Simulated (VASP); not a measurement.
TaF4:

```
Ta F
1.0
     0.00000    3.31800    3.31800
     3.31800    0.00000    3.31800
     3.31800    3.31800    0.00000
Ta F
1 4
Direct
  0.50000 0.50000 0.50000
  0.89785 0.89785 0.89785
  0.89785 0.89785 0.30645
  0.89785 0.30645 0.89785
  0.30645 0.89785 0.89785
```

```yaml
Program: VASP 6.6.1
Task: relaxation of cell and atoms
Functional: PBE
Potentials_or_basis: VASP PAW PBE potentials, release 64 (Ta_pv, F)
Cutoff: 600 eV
k_mesh: 4 × 4 × 4
Occupations: gaussian, width 0.1 eV
Spin: no spin polarisation
```

At the start: pressure -4.0 GPa; volume 14.61 Å³/atom.

Problem. How do energy, volume and symmetry change on relaxing?

Solution. Over 10 steps the energy falls by 993.8 meV/atom and the volume is 11.14 Å³/atom (-23.8 %); space group F-43m (No. 216, to 0.05 Å).

The path:
| step | energy change (eV) | largest force (eV/Å) | pressure (GPa) | volume (Å³) |
| --- | --- | --- | --- | --- |
| 1 | 0.0000 | 7.6209 | -4.05 | 73.06 |
| 2 | -3.5414 | 2.5097 | -14.76 | 69.22 |
| 3 | -3.9100 | 0.0161 | -18.43 | 70.22 |
| 4 | -3.9165 | 0.2677 | -18.28 | 70.11 |
| 5 | -4.6676 | 2.6703 | 2.76 | 55.25 |
| 6 | -4.7403 | 1.9534 | -3.96 | 58.04 |
| 7 | -4.8541 | 1.4209 | 5.92 | 53.48 |
| 8 | -4.9681 | 0.1140 | 0.80 | 55.26 |
| 9 | -4.9681 | 0.0708 | 0.91 | 55.20 |
| 10 | -4.9692 | 0.0289 | -0.29 | 55.68 |

Final structure:
```cif
data_structure
_symmetry_space_group_name_H-M 'P 1'
_symmetry_Int_Tables_number 1
_cell_length_a 4.2862
_cell_length_b 4.2862
_cell_length_c 4.2862
_cell_angle_alpha 60.000
_cell_angle_beta 60.000
_cell_angle_gamma 60.000
_cell_volume 55.68
loop_
_atom_site_label
_atom_site_type_symbol
_atom_site_fract_x
_atom_site_fract_y
_atom_site_fract_z
_atom_site_occupancy
Ta1 Ta 0.50000 0.50000 0.50000 1
F1 F 0.87505 0.87505 0.87505 1
F2 F 0.87505 0.87505 0.37485 1
F3 F 0.87505 0.37485 0.87505 1
F4 F 0.37485 0.87505 0.87505 1
```

Caveat: the k points lie up to 0.45 Å⁻¹ apart in the final cell; the volume moved by over 15 % at a fixed basis, so the end points are rough; an odd number of electrons without spin polarisation forces a metal; a magnetic or distorted state may lie lower.
